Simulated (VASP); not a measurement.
# CaB6 (Pm-3m) in VASP: further runs

The runs below take CaB6 through single point, with r2SCAN.

Everything below comes from runs of VASP 6.6.1. Logs are shortened: lines on timing, memory, paths and dates and some standing lists are left out, and cuts for length are marked.

## 1. The cell of the first run

It takes space group Pm-3m (No. 221, cubic). Conventional cell: a = 4.121 Å, b = 4.121 Å, c = 4.121 Å, α = 90.00°, β = 90.00°, γ = 90.00°. Within 4.0 Å of Ca (site symmetry m-3m) lie 24 B at 3.04 Å. Within 2.3 Å of B (site symmetry 4mm) lie 5 B at 1.71 Å.

## 2. Single point, r2SCAN

Input file POSCAR:

```
CaB6
1.0
    4.1207840000      0.0000000000      0.0000000000
    0.0000000000      4.1207840000      0.0000000000
    0.0000000000      0.0000000000      4.1207840000
Ca B
1 6
Direct
    0.5000000000      0.5000000000      0.5000000000
    0.0000000000      0.0000000000      0.2930000000
    0.0000000000      0.0000000000      0.7070000000
    0.2930000000      0.0000000000      0.0000000000
    0.7070000000      0.0000000000      0.0000000000
    0.0000000000      0.2930000000      0.0000000000
    0.0000000000      0.7070000000      0.0000000000
```

Input file INCAR.step1:

```
SYSTEM = CaB6
PREC = Accurate
ENCUT = 520
ISMEAR = -1
SIGMA = 0.1
LREAL = .FALSE.
LASPH = .TRUE.
NELM = 60
NBANDS = 23
GGA = PE
ALGO = Normal
EDIFF = 1E-4
LWAVE = .TRUE.
LCHARG = .FALSE.
```

Input file INCAR.step2:

```
SYSTEM = CaB6
PREC = Accurate
ENCUT = 520
EDIFF = 1E-6
ISMEAR = -1
SIGMA = 0.1
LREAL = .FALSE.
LASPH = .TRUE.
NELM = 60
ALGO = Normal
ISIF = 2
LWAVE = .FALSE.
LCHARG = .TRUE.
METAGGA = R2SCAN
LMIXTAU = .TRUE.
LELF = .TRUE.
LVHAR = .TRUE.
NBANDS = 23
ISTART = 1
```

Input file KPOINTS:

```
Automatic mesh
0
G
  5 5 5
  0 0 0
```

Potentials or basis: VASP PAW PBE potentials, release 64 (Ca_sv, B).

On the command line:

```
$ cat potpaw_PBE.64/Ca_sv/POTCAR potpaw_PBE.64/B/POTCAR > POTCAR
$ cp INCAR.step1 INCAR
$ mpirun -np 1 vasp_std > vasp.out
$ cp INCAR.step2 INCAR
$ mpirun -np 1 vasp_std > vasp.out
```

OUTCAR:

```text
SYSTEM = CaB6
   PREC = Accurate
   ENCUT = 520
   EDIFF = 1E-6
   ISMEAR = -1
   LREAL = .FALSE.
   LASPH = .TRUE.
   NELM = 60
   ISIF = 2
   METAGGA = R2SCAN
   ISTART = 1

 ion  position               nearest neighbor table
   1  0.500  0.500  0.500-
   2  0.000  0.000  0.293-   3 1.71   4 1.71   5 1.71   6 1.71   7 1.71
   3  0.000  0.000  0.707-   2 1.71   4 1.71   5 1.71   6 1.71   7 1.71
   4  0.293  0.000  0.000-   5 1.71   3 1.71   2 1.71   6 1.71   7 1.71
   5  0.707  0.000  0.000-   4 1.71   3 1.71   2 1.71   6 1.71   7 1.71
   6  0.000  0.293  0.000-   7 1.71   3 1.71   4 1.71   5 1.71   2 1.71
   7  0.000  0.707  0.000-   6 1.71   3 1.71   4 1.71   5 1.71   2 1.71

  LATTYP: Found a simple cubic cell.
 ALAT       =     4.1207840000

  Lattice vectors:

 A1 = (   4.1207840000,   0.0000000000,   0.0000000000)
 A2 = (   0.0000000000,   4.1207840000,   0.0000000000)
 A3 = (   0.0000000000,   0.0000000000,   4.1207840000)

Analysis of symmetry for initial positions (statically):
=====================================================================
 Subroutine PRICEL returns:
 Original cell was already a primitive cell.

 Routine SETGRP: Setting up the symmetry group for a
 simple cubic supercell.

 Subroutine GETGRP returns: Found 48 space group operations
 (whereof 48 operations were pure point group operations)
 out of a pool of 48 trial point group operations.

The static configuration has the point symmetry O_h .

Analysis of symmetry for dynamics (positions and initial velocities):
=====================================================================
 Subroutine PRICEL returns:
 Original cell was already a primitive cell.

 Routine SETGRP: Setting up the symmetry group for a
 simple cubic supercell.

 Subroutine GETGRP returns: Found 48 space group operations
 (whereof 48 operations were pure point group operations)
 out of a pool of 48 trial point group operations.

The dynamic configuration has the point symmetry O_h .

 Subroutine INISYM returns: Found 48 space group operations
 (whereof 48 operations are pure point group operations),
 and found     1 'primitive' translations

----------------------------------------------------------------------------------------

                                     Primitive cell

  volume of cell :      69.9745

  direct lattice vectors                    reciprocal lattice vectors
     4.120784000  0.000000000  0.000000000     0.242672268  0.000000000  0.000000000
     0.000000000  4.120784000  0.000000000     0.000000000  0.242672268  0.000000000
     0.000000000  0.000000000  4.120784000     0.000000000  0.000000000  0.242672268

  length of vectors
     4.120784000  4.120784000  4.120784000     0.242672268  0.242672268  0.242672268

  position of ions in fractional coordinates (direct lattice)
     0.500000000  0.500000000  0.500000000
     0.000000000  0.000000000  0.293000000
     0.000000000  0.000000000  0.707000000
     0.293000000  0.000000000  0.000000000
     0.707000000  0.000000000  0.000000000
     0.000000000  0.293000000  0.000000000
     0.000000000  0.707000000  0.000000000

  ion indices of the primitive-cell ions
   primitive index   ion index
                 1           1
                 2           2
                 3           3
                 4           4
                 5           5
                 6           6
                 7           7

----------------------------------------------------------------------------------------

 KPOINTS: Automatic mesh

Automatic generation of k-mesh.
 Grid dimensions read from file:
 generate k-points for:    5    5    5

 Generating k-lattice:

  Cartesian coordinates                     Fractional coordinates (reciprocal lattice)
     0.048534454  0.000000000  0.000000000     0.200000000  0.000000000  0.000000000
     0.000000000  0.048534454  0.000000000     0.000000000  0.200000000  0.000000000
     0.000000000  0.000000000  0.048534454     0.000000000  0.000000000  0.200000000

  Length of vectors
     0.048534454  0.048534454  0.048534454

  Shift w.r.t. Gamma in fractional coordinates (k-lattice)
     0.000000000  0.000000000  0.000000000

 Subroutine IBZKPT returns following result:
 ===========================================

 Found     10 irreducible k-points:

 Following reciprocal coordinates:
            Coordinates               Weight
  0.000000  0.000000  0.000000      1.000000
  0.200000  0.000000  0.000000      6.000000
  0.400000  0.000000  0.000000      6.000000
  0.200000  0.200000  0.000000     12.000000
  0.400000  0.200000  0.000000     24.000000
  0.400000  0.400000  0.000000     12.000000
  0.200000  0.200000  0.200000      8.000000
  0.400000  0.200000  0.200000     24.000000
  0.400000  0.400000  0.200000     24.000000
  0.400000  0.400000  0.400000      8.000000
   k-points           NKPTS =     10   k-points in BZ     NKDIM =     10   number of bands    NBANDS=     23
   number of dos      NEDOS =    301   number of ions     NIONS =      7
   total plane-waves  NPLWV =  32768
   dimension x,y,z NGX =    32 NGY =   32 NGZ =   32
   dimension x,y,z NGXF=    64 NGYF=   64 NGZF=   64
   ions per type =               1   6
   NGX,Y,Z   is equivalent  to a cutoff of  12.91, 12.91, 12.91 a.u.
   NGXF,Y,Z  is equivalent  to a cutoff of  25.82, 25.82, 25.82 a.u.
 SYSTEM =  CaB6
   PREC   = accura    normal or accurate (medium, high low for compatibility)
   ISTART =      1    job   : 0-new  1-cont  2-samecut
   ICHARG =      0    charge: 1-file 2-atom 10-const
   ISPIN  =      1    spin polarized calculation?
   LNONCOLLINEAR =      F non collinear calculations
   LSORBIT =      F    spin-orbit coupling
   LASPH  =      T    aspherical Exc in radial PAW
   ENCUT  =  520.0 eV  38.22 Ry    6.18 a.u.   7.66  7.66  7.66*2*pi/ulx,y,z
   NELM   =     60;   NELMIN=  2; NELMDL=  0     # of ELM steps
   EDIFF  = 0.1E-05   stopping-criterion for ELM
   LREAL  =      F    real-space projection
   EDIFFG = 0.1E-04   stopping-criterion for IOM
   NSW    =      0    number of steps for IOM
   IBRION =     -1    ionic relax: 0-MD 1-quasi-New 2-CG
   NFREE  =      0    steps in history (QN), initial steepest desc. (CG)
   ISIF   =      2    stress and relaxation
   ISYM   =      2    0-nonsym 1-usesym 2-fastsym
   POTIM  = 0.5000    time-step for ionic-motion
   TEBEG  =    0.0;   TEEND  =   0.0 temperature during run
   PSTRESS=    0.0 pullay stress
   NELECT =      28.0000    total number of electrons
   NUPDOWN=      -1.0000    fix difference up-down
   EMIN   =  10.00;   EMAX   =-10.00  energy-range for DOS
   EFERMI =   0.00;   METHOD = LEGACY
   ISMEAR =    -1;   SIGMA  =   0.10  broadening in eV -4-tet -1-fermi 0-gaus
   EFERMI_NEDOS =   21; number of points for ismear=-14 and -15
   IALGO  =     38    algorithm
   IMIX   =      4    mixing-type and parameters
     AMIX     =   0.40;   BMIX     =  1.00
     AMIX_MAG =   1.60;   BMIX_MAG =  1.00
  volume/ion in A,a.u.               =      10.00        67.46
  Fermi-wavevector in a.u.,A,eV,Ry     =   1.206371  2.279711 19.800990  1.455332
  Thomas-Fermi vector in A             =   2.342040
   LORBIT       =      0    0 simple, 1 ext, 2 COOP (PROOUT), +10 PAW based schemes
   METAGGA = R2SCAN    functional components
   LHFCALC =     F    Hartree Fock is set to
   AEXX    =    0.0000 exact exchange contribution
   IVDW    =     0    specifies the selected vdW correction
   LEPSILON=     F    determine dielectric tensor
   LRPA    =     F    only Hartree local field effects (RPA)
 non-spin polarized calculation
  energy-cutoff  :      520.00
  volume of cell :       69.97
 maximum number of plane-waves:      1895
 NGX is ok and might be reduce to    32
   NGX = 15   NGY = 15   NGZ = 15

 number of electron      28.0000005 magnetization

 Free energy of the ion-electron system (eV)
  ---------------------------------------------------
  ext. energy  EPLUGINS =         0.00000000
  ---------------------------------------------------
  free energy    TOTEN  =       -54.31563727 eV

  energy without entropy =      -54.30976267  energy(sigma->0) =      -54.31269997

 E-fermi :   4.8182     XC(G=0): -11.2786

 val. band max:        4.5645342481   @ k =   0.4000   0.0000   0.0000
 cond. band min:       5.0573940551   @ k =   0.4000   0.0000   0.0000
 fundamental gap:      0.4928598070
 Fermi energy:         4.8182036923

 k-point     1 :       0.0000    0.0000    0.0000
  band No.  band energies     occupation
      1     -38.1802      2.00000
      2     -18.2858      2.00000
      3     -18.2858      2.00000
      4     -18.2858      2.00000
      5     -11.0398      2.00000
      6      -2.6626      2.00000
[... 15 lines left out ...]
     22       9.9075      0.00000
     23      11.5619      0.00000

 k-point     2 :       0.2000    0.0000    0.0000
  band No.  band energies     occupation
      1     -38.1793      2.00000
      2     -18.3078      2.00000
      3     -18.2832      2.00000
      4     -18.2832      2.00000
      5     -10.9197      2.00000
      6      -4.1137      2.00000
[... 15 lines left out ...]
     22      10.3200      0.00000
     23      10.4276      0.00000

 k-point     3 :       0.4000    0.0000    0.0000
  band No.  band energies     occupation
      1     -38.1780      2.00000
      2     -18.3430      2.00000
      3     -18.2791      2.00000
      4     -18.2791      2.00000
      5     -10.7019      2.00000
      6      -5.2239      2.00000
[... 15 lines left out ...]
     22      11.5819      0.00000
     23      11.5819      0.00000
[... 131 lines left out ...]
 k-point     9 :       0.4000    0.4000    0.2000
  band No.  band energies     occupation
      1     -38.1750      2.00000
      2     -18.3270      2.00000
      3     -18.3258      2.00000
      4     -18.2910      2.00000
      5     -10.4126      2.00000
      6      -4.5599      2.00000
[... 15 lines left out ...]
     22      11.8274      0.00000
     23      12.6425      0.00000

 k-point    10 :       0.4000    0.4000    0.4000
  band No.  band energies     occupation
      1     -38.1737      2.00000
      2     -18.3211      2.00000
      3     -18.3198      2.00000
      4     -18.3198      2.00000
      5     -10.2663      2.00000
      6      -4.3478      2.00000
[... 15 lines left out ...]
     22      11.8638      0.00000
     23      12.6549      0.00000

------------------------ aborting loop because EDIFF is reached ----------------------------------------

  FORCE on cell =-STRESS in cart. coord.  units (eV):
  Direction    XX          YY          ZZ          XY          YZ          ZX
  --------------------------------------------------------------------------------------
  -------------------------------------------------------------------------------------
  Total        1.8300857      1.8300857      1.8300857      0.0000000      0.0000000     -0.0000000
  in kB       41.9027432     41.9027432     41.9027432      0.0000000      0.0000000     -0.0000000
  external PRESSURE =      41.9027432 kB  Pullay stress =       0.0000000 kB

 VOLUME and BASIS-vectors are now :
 -----------------------------------------------------------------------------
  energy-cutoff  :      520.00
  volume of cell :       69.97
      direct lattice vectors                 reciprocal lattice vectors
     4.120784000  0.000000000  0.000000000     0.242672268  0.000000000  0.000000000
     0.000000000  4.120784000  0.000000000     0.000000000  0.242672268  0.000000000
     0.000000000  0.000000000  4.120784000     0.000000000  0.000000000  0.242672268

 POSITION                                       TOTAL-FORCE (eV/Angst)
 -----------------------------------------------------------------------------------
      2.06039      2.06039      2.06039        -0.000000      0.000000     -0.000000
      0.00000      0.00000      1.20739        -0.000000      0.000000      1.503103
      0.00000      0.00000      2.91339        -0.000000      0.000000     -1.503103
      1.20739      0.00000      0.00000         1.503103      0.000000      0.000000
      2.91339      0.00000      0.00000        -1.503103      0.000000     -0.000000
      0.00000      1.20739      0.00000        -0.000000      1.503103      0.000000
      0.00000      2.91339      0.00000        -0.000000     -1.503103     -0.000000
 -----------------------------------------------------------------------------------
    total drift:                                0.000000      0.000000     -0.000000

  FREE ENERGIE OF THE ION-ELECTRON SYSTEM (eV)
  ---------------------------------------------------
  free  energy   TOTEN  =       -54.3156372694 eV

  energy  without entropy=      -54.3097626692  energy(sigma->0) =      -54.31269997
```

It took 33 s on 1 thread of Intel Xeon Platinum 8488C (Sapphire Rapids), shared host; peak memory 0.18 GiB.

Results:

| Property | Result |
| --- | --- |
| Free energy | -54.3156 eV |
| Pressure | 4.2 GPa |
| Largest force | 1.503 eV/Å |
| Band gap on the k mesh | 0.49 eV, direct |

Forces in eV/Å, atoms in the order of the input:
```
Ca   0.000  0.000  0.000
B    0.000  0.000  1.503
B    0.000  0.000 -1.503
B    1.503  0.000  0.000
B   -1.503  0.000  0.000
B    0.000  1.503  0.000
B    0.000 -1.503  0.000
```

Levels at points of the mesh, in eV from the valence-band top:
```
           k point  band 12  band 13  band 14  band 15  band 16  band 17
(0.00, 0.00, 0.00)    -0.33    -0.33    -0.33     3.45     3.45     3.45
```

Caveat: the PAW data sets were made with another functional, which shifts forces and pressure a little.

## 3. Single point, r2SCAN

POSCAR is that of step 2.

Input file INCAR.step1:

```
  ALGO = Normal
  EDIFF = 1E-4
  ENCUT = 520
  GGA = PE
  ISMEAR = -1
  LASPH = True
  LCHARG = False
  LREAL = False
  LWAVE = True
  NBANDS = 23
  NELM = 60
  PREC = Accurate
  SIGMA = 0.1
```

Input file INCAR.step2:

```
  ALGO = Normal
  EDIFF = 1E-6
  ENCUT = 520
  ISIF = 2
  ISMEAR = -1
  ISTART = 1
  LASPH = True
  LCHARG = True
  LELF = True
  LMIXTAU = True
  LREAL = False
  LVHAR = True
  LWAVE = False
  METAGGA = R2SCAN
  NBANDS = 23
  NELM = 60
  PREC = Accurate
  SIGMA = 0.1
```

Input file KPOINTS:

```
k-points
0
Gamma
  5 5 5
```

Potentials or basis: VASP PAW PBE potentials, release 64 (Ca_sv, B).

On the command line:

```
$ cat potpaw_PBE.64/Ca_sv/POTCAR potpaw_PBE.64/B/POTCAR > POTCAR
$ cp INCAR.step1 INCAR
$ mpirun -np 1 vasp_std > vasp.out
$ cp INCAR.step2 INCAR
$ mpirun -np 1 vasp_std > vasp.out
```

Run time: 34 s. Hardware: 1 thread of Intel Xeon Platinum 8488C (Sapphire Rapids), shared host; peak memory 0.18 GiB.

It converged, with:

| Item | Value |
| --- | --- |
| Free energy | -54.3156 eV |
| Pressure | 4.2 GPa |
| Largest force | 1.503 eV/Å |
| Band gap on the k mesh | 0.49 eV, direct |

Forces on the atoms (eV/Å):
```
Ca   0.000  0.000  0.000
B    0.000  0.000  1.503
B    0.000  0.000 -1.503
B    1.503  0.000  0.000
B   -1.503  0.000  0.000
B    0.000  1.503  0.000
B    0.000 -1.503  0.000
```

Levels at points of the mesh, in eV from the valence-band top:
| k point | band 11 | band 12 | band 13 | band 14 | band 15 | band 16 | band 17 | band 18 |
| --- | --- | --- | --- | --- | --- | --- | --- | --- |
| (0.00, 0.00, 0.00) | -5.28 | -0.33 | -0.33 | -0.33 | 3.45 | 3.45 | 3.45 | 3.96 |

Caveat: the PAW data sets were made with another functional, which shifts forces and pressure a little. r2SCAN opens gaps a little over a GGA but as a rule still falls short of measured ones.

## 4. Single point, r2SCAN

POSCAR is that of step 3.

Input file INCAR.step1:

```
SYSTEM = CaB6
PREC = Accurate
ENCUT = 520
ISMEAR = -1
SIGMA = 0.1
LREAL = .FALSE.
LASPH = .TRUE.
NELM = 60
ISYM = 0
NBANDS = 23
GGA = PE
ALGO = Normal
EDIFF = 1E-4
LWAVE = .TRUE.
LCHARG = .FALSE.
```

Input file INCAR.step2:

```
SYSTEM = CaB6
PREC = Accurate
ENCUT = 520
EDIFF = 1E-7
ISMEAR = -1
SIGMA = 0.1
LREAL = .FALSE.
LASPH = .TRUE.
NELM = 60
ALGO = Normal
ISIF = 2
LWAVE = .FALSE.
LCHARG = .TRUE.
METAGGA = R2SCAN
LMIXTAU = .TRUE.
LELF = .TRUE.
LVHAR = .TRUE.
ISYM = 0
NBANDS = 23
ISTART = 1
```

Input file KPOINTS:

```
Automatic mesh
0
Gamma
  5 5 5
  0.5 0.5 0.5
```

On the command line:

```
$ cat potpaw_PBE.64/Ca_sv/POTCAR potpaw_PBE.64/B/POTCAR > POTCAR
$ cp INCAR.step1 INCAR
$ mpirun -np 1 vasp_std > vasp.out
$ cp INCAR.step2 INCAR
$ mpirun -np 1 vasp_std > vasp.out
```

Run time: 2 min. Hardware: 1 thread of Intel Xeon 6975P-C (Granite Rapids), shared host; peak memory 0.23 GiB.

It converged, with:

```yaml
Free_energy: -54.3323 eV
Pressure: 4.2 GPa
Largest_force: 1.532 eV/Å
Band_gap_on_the_k_mesh: 1.60 eV, indirect (least direct gap 1.65 eV)
```

Forces in eV/Å, atoms in the order of the input:
```
Ca   0.000  0.000  0.000
B    0.000  0.000  1.532
B    0.000  0.000 -1.532
B    1.532  0.000  0.000
B   -1.532  0.000  0.000
B    0.000  1.532  0.000
B    0.000 -1.532  0.000
```

Levels at points of the mesh, in eV from the valence-band top:
```
           k point  band 12  band 13  band 14  band 15  band 16  band 17
(0.50, 0.50, 0.50)    -0.31    -0.31    -0.31     5.72     5.93     5.93
```

Caveat: the PAW data sets were made with another functional, which shifts forces and pressure a little.
